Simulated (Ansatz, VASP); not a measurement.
**Te: VASP beside Ansatz**

The input INCAR:

```
SYSTEM = Te
ALGO = Normal
EDIFF = 1E-6
ENCUT = 520
GGA = RE
ISIF = 2
ISMEAR = -1
LASPH = .TRUE.
LCHARG = .FALSE.
LREAL = .FALSE.
LWAVE = .FALSE.
NBANDS = 20
NELM = 100
PREC = Accurate
SIGMA = 0.1
```

The input KPOINTS:

```
k-points
0
G
  10 10 5
  0 0 0
```

File POSCAR:

```
Te
1.0
    4.4603940382      0.0000000000      0.0000000000
   -2.2301970190      3.8628145480      0.0000000000
    0.0000000000      0.0000000000      8.6307550996
Te
4
Direct
    0.0000000000      1.0000000000      0.0000000000
    0.0000000000      1.0000000000      0.5000000000
    0.3333333333      0.6666666667      0.2500000000
    0.6666666667      0.3333333333      0.7500000000
```

Input for Ansatz:

```yaml
crystal:
  lattice:
    - [4.4603940382, 0.0, 0.0]
    - [-2.230197019, 3.862814548, 0.0]
    - [0.0, 0.0, 8.6307550996]
  atoms:
    - { symbol: Te, position: [0.0, 1.0, 0.0] }
    - { symbol: Te, position: [0.0, 1.0, 0.5] }
    - { symbol: Te, position: [0.3333333333, 0.6666666667, 0.25] }
    - { symbol: Te, position: [0.6666666667, 0.3333333333, 0.75] }
hamiltonian:
  xc: revpbe
  pseudopotentials:
    kind: paw
    azcp:
      Te: "pseudopotentials/Te.paw.azcp"
basis:
  ecutwfc: 420
  fft_grid_basis: typed
kpoints:
  mp_grid: { grid: [10, 10, 5], shift: [0, 0, 0] }
magnetization:
  spin_polarized: false
scf:
  occupations: { method: fermi_dirac, width: 0.1 }
  lower_state_search: "off"
output:
  stress: true
```

Alike in both runs: task single point; functional revPBE; k mesh 10 × 10 × 5; occupations fermi-dirac, width 0.1 eV; no spin polarisation.

|  | VASP | Ansatz |
| --- | --- | --- |
| version | VASP 6.6.1 | Ansatz 0.2.0 |
| potentials or method | VASP PAW PBE potentials, release 64 (Te), cutoff 520 eV | plane waves (420 eV) with PAW, scalar-relativistic |
| valence electrons in the cell | 24 | 64 |

|  | VASP | Ansatz | Ansatz less VASP |
| --- | --- | --- | --- |
| pressure (GPa) | -3.9 | -3.8 | +0.06 |
| traceless stress, the component that is largest in VASP (GPa) | -0.83 | -0.82 | +0.008 |

VASP's potentials were made for PBE, not for revPBE. The functional is the same, so the differences come from potentials, cutoffs and numerics. VASP's potentials hold 24 valence electrons a cell and Ansatz's 64, so a difference there can come from the potentials and not from the codes.

Neither program's run includes spin-orbit coupling.
